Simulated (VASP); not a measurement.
A run of VASP 6.6.1 is set up as follows.

INCAR

```
SYSTEM = MgTe
PREC = Accurate
ENCUT = 600
EDIFF = 1E-8
ISMEAR = 0
SIGMA = 0.01
LREAL = .False.
LASPH = .True.
NELM = 120
ALGO = Normal
ISIF = 3
LWAVE = .False.
LCHARG = .False.
GGA = PS
IBRION = 6
NFREE = 2
POTIM = 0.015
NSW = 1
GGA_COMPAT = .False.
```

KPOINTS

```
regular mesh
0
Gamma
  6 6 4
  0 0 0
```

The input POSCAR:

```
MgTe
1.0
    4.5625990841      0.0000000000      0.0000000000
   -2.2812995421      3.9513267141      0.0000000000
    0.0000000000      0.0000000000      7.4084411351
Mg Te
2 2
Direct
    0.3333333333      0.6666666667      0.0040147626
    0.6666666667      0.3333333333      0.5040147626
    0.3333333333      0.6666666667      0.3809852374
    0.6666666667      0.3333333333      0.8809852374
```

Potentials or basis: VASP PAW PBE potentials, release 64 (Mg, Te).

Command:

```console
$ cat potpaw_PBE.64/Mg/POTCAR potpaw_PBE.64/Te/POTCAR > POTCAR
$ mpirun -np 1 vasp_std > vasp.out
```

(1) Estimate the elastic constants C11, C12, C44.

(2) What does it give for the Voigt bulk modulus?

(3) Predict the highest phonon frequency at Γ, LO-TO splitting left out.

## Answers

(1) 53, 31, 10 GPa.

(2) 37 GPa.

(3) 261 cm⁻¹.

Caveat: the PAW data sets were made with another functional, which shifts forces and pressure a little.
